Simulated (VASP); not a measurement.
# CoW3 (Pm-3m) in VASP: a series of runs, part 2 of 2

VASP 6.6.1. The steps go on from the part before.

## Step 3: Single point, PBEsol, collinear spin, ferromagnetic start

Input file INCAR:

```
SYSTEM = CoW3
ALGO = Normal
EDIFF = 1E-6
ENCUT = 600
GGA = PS
GGA_COMPAT = .False.
ISIF = 2
ISMEAR = -1
ISPIN = 2
LASPH = .True.
LCHARG = .False.
LMAXMIX = 4
LORBIT = 11
LREAL = .False.
LWAVE = .False.
MAGMOM = 0 0 0 2.5
NBANDS = 38
NELM = 200
NUPDOWN = 2.5
PREC = Accurate
SIGMA = 0.05
```

Input file KPOINTS:

```
k-points
0
Gamma
  6 6 6
  0 0 0
```

Input file POSCAR:

```
CoW3
1.0
    3.9073510000      0.0000000000      0.0000000000
    0.0000000000      3.9073510000      0.0000000000
    0.0000000000      0.0000000000      3.9073510000
W Co
3 1
Direct
    0.5000000000      0.5000000000      0.0000000000
    0.5000000000      0.0000000000      0.5000000000
    0.0000000000      0.5000000000      0.5000000000
    0.0000000000      0.0000000000      0.0000000000
```

Potentials or basis: VASP PAW PBE potentials, release 64 (W_sv, Co).

Started as:

```
> cat potpaw_PBE.64/W_sv/POTCAR potpaw_PBE.64/Co/POTCAR > POTCAR
> mpirun -np 1 vasp_std > vasp.out
```

OUTCAR:

```text
SYSTEM = CoW3
   EDIFF = 1E-6
   ENCUT = 600
   GGA = PS
   ISIF = 2
   ISMEAR = -1
   ISPIN = 2
   LASPH = .True.
   LORBIT = 11
   LREAL = .False.
   NELM = 200
   NUPDOWN = 2.5
   PREC = Accurate

 ion  position               nearest neighbor table
   1  0.500  0.500  0.000-   2 2.76   3 2.76   4 2.76   2 2.76   3 2.76   2 2.76   4 2.76   2 2.76
                             3 2.76   4 2.76   3 2.76   4 2.76
   2  0.500  0.000  0.500-   1 2.76   3 2.76   4 2.76   1 2.76   4 2.76   1 2.76   3 2.76   1 2.76
                             3 2.76   4 2.76   4 2.76   3 2.76
   3  0.000  0.500  0.500-   1 2.76   2 2.76   4 2.76   1 2.76   4 2.76   2 2.76   4 2.76   4 2.76
                             1 2.76   2 2.76   1 2.76   2 2.76
   4  0.000  0.000  0.000-   1 2.76   2 2.76   3 2.76   2 2.76   3 2.76   1 2.76   3 2.76   3 2.76
                             1 2.76   2 2.76   2 2.76   1 2.76

  LATTYP: Found a simple cubic cell.
 ALAT       =     3.9073510000

  Lattice vectors:

 A1 = (   3.9073510000,   0.0000000000,   0.0000000000)
 A2 = (   0.0000000000,   3.9073510000,   0.0000000000)
 A3 = (   0.0000000000,   0.0000000000,   3.9073510000)

Analysis of symmetry for initial positions (statically):
=====================================================================
 Subroutine PRICEL returns:
[... 1802 lines left out ...]
  -------------------------------------------------------------------------------------
  Total       -2.3712381     -2.3712381     -2.3712381      0.0000000     -0.0000000      0.0000000
  in kB      -63.6851929    -63.6851929    -63.6851929      0.0000000     -0.0000000      0.0000000
  external PRESSURE =     -63.6851929 kB  Pullay stress =       0.0000000 kB

 VOLUME and BASIS-vectors are now :
 -----------------------------------------------------------------------------
  energy-cutoff  :      600.00
  volume of cell :       59.66
      direct lattice vectors                 reciprocal lattice vectors
     3.907351000  0.000000000  0.000000000     0.255927865  0.000000000  0.000000000
     0.000000000  3.907351000  0.000000000     0.000000000  0.255927865  0.000000000
     0.000000000  0.000000000  3.907351000     0.000000000  0.000000000  0.255927865

 POSITION                                       TOTAL-FORCE (eV/Angst)
 -----------------------------------------------------------------------------------
      1.95368      1.95368      0.00000         0.000000      0.000000      0.000000
      1.95368      0.00000      1.95368         0.000000      0.000000      0.000000
      0.00000      1.95368      1.95368         0.000000      0.000000      0.000000
      0.00000      0.00000      0.00000         0.000000      0.000000      0.000000
 -----------------------------------------------------------------------------------
    total drift:                                0.000000     -0.000000     -0.000000

  FREE ENERGIE OF THE ION-ELECTRON SYSTEM (eV)
  ---------------------------------------------------
  free  energy   TOTEN  =       -47.7627488294 eV

  energy  without entropy=      -47.7259471083  energy(sigma->0) =      -47.74434797

 total charge

# of ion       s       p       d       tot
------------------------------------------
    1        2.417   6.305   3.369  12.091
    2        2.417   6.305   3.369  12.091
    3        2.417   6.305   3.369  12.091
    4        0.469   0.554   7.227   8.250
--------------------------------------------------
tot          7.719  19.469  17.335  44.522

 magnetization (x)

# of ion       s       p       d       tot
------------------------------------------
    1        0.004   0.023   0.273   0.300
    2        0.004   0.023   0.273   0.300
    3        0.004   0.023   0.273   0.300
    4        0.005   0.044   1.318   1.366
--------------------------------------------------
tot          0.017   0.113   2.136   2.266
```

OSZICAR:

```text
N       E                     dE             d eps       ncg     rms          rms(c)
DAV:   1     0.628082339057E+03    0.62808E+03   -0.29015E+04  3056   0.176E+03
DAV:   2    -0.128549263696E+02   -0.64094E+03   -0.61715E+03  3076   0.526E+02
[... 11 lines left out ...]
DAV:  14    -0.477627104933E+02    0.96794E-03   -0.88006E-04  4136   0.320E-01    0.120E-01
DAV:  15    -0.477627411578E+02   -0.30664E-04   -0.20887E-04  3830   0.101E-01    0.946E-02
DAV:  16    -0.477627651513E+02   -0.23993E-04   -0.11530E-04  3962   0.121E-01    0.673E-02
DAV:  17    -0.477627518071E+02    0.13344E-04   -0.15337E-05  3898   0.353E-02    0.277E-02
DAV:  18    -0.477627491340E+02    0.26731E-05   -0.18564E-06  2256   0.136E-02    0.135E-02
DAV:  19    -0.477627488294E+02    0.30463E-06   -0.78210E-07  1700   0.870E-03
   1 F= -.47762749E+02 E0= -.47744348E+02  d E =-.368017E-01  mag=     2.5000
```

Wall time 2.2 min (1 thread of Oxide Virtual Turin-like, shared host); peak memory 0.22 GiB.

Results:

- Free energy: -47.7627 eV
- Pressure: -6.4 GPa
- Net moment: 2.50 μB per cell
- Site moments: W +0.30; Co +1.37 μB
- Valence electrons inside the program's atomic spheres: W 12.09; Co 8.25

Caveat: the cell stands under tension; the PAW data sets were made with another functional, which shifts forces and pressure a little; the total moment is fixed, so each spin has its own Fermi level and the state may be an excited one.
